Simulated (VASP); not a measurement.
**Ti: single point with r2SCAN**

Crystal: Ti.

```
Ti
1.0
     2.93519    0.00000    0.00000
    -1.46759    2.54195    0.00000
     0.00000    0.00000    4.63805
Ti
2
Cartesian
  0.0000 1.6946 1.1595
  1.4676 0.8473 3.4785
```

```
Program             : VASP 6.6.1
Task                : single point
Functional          : r2SCAN
Potentials or basis : VASP PAW PBE potentials, release 64 (Ti_sv)
Cutoff              : 520 eV
k mesh              : 18 × 18 × 10
Occupations         : gaussian, width 0.1 eV
Spin                : no spin polarisation
```

```
Pressure               : 0.4 GPa
Band gap on the k mesh : zero (bands 12 and 13 overlap by 1.24 eV)
```

Levels at points of the mesh, in eV from the Fermi level:
| k point | band 9 | band 10 | band 11 | band 12 | band 13 | band 14 | band 15 | band 16 |
| --- | --- | --- | --- | --- | --- | --- | --- | --- |
| (0.00, 0.00, 0.00) | -6.64 | -2.88 | 0.58 | 0.86 | 0.86 | 0.98 | 1.39 | 1.39 |
| (0.50, 0.00, 0.00) | -2.54 | -2.30 | -1.96 | -0.86 | 0.60 | 0.70 | 1.27 | 3.54 |
| (0.00, 0.00, 0.50) | -4.69 | -4.69 | 0.06 | 0.06 | 0.77 | 0.77 | 0.77 | 0.77 |
| (0.50, 0.00, 0.50) | -2.70 | -2.70 | -0.88 | -0.88 | 1.24 | 1.24 | 1.90 | 1.90 |

It took 5.5 min on 1 thread of Intel Xeon 8259CL, with other jobs on the host, peak memory 0.25 GiB.

Caveat: the PAW data sets were made with another functional, which shifts forces and pressure a little.
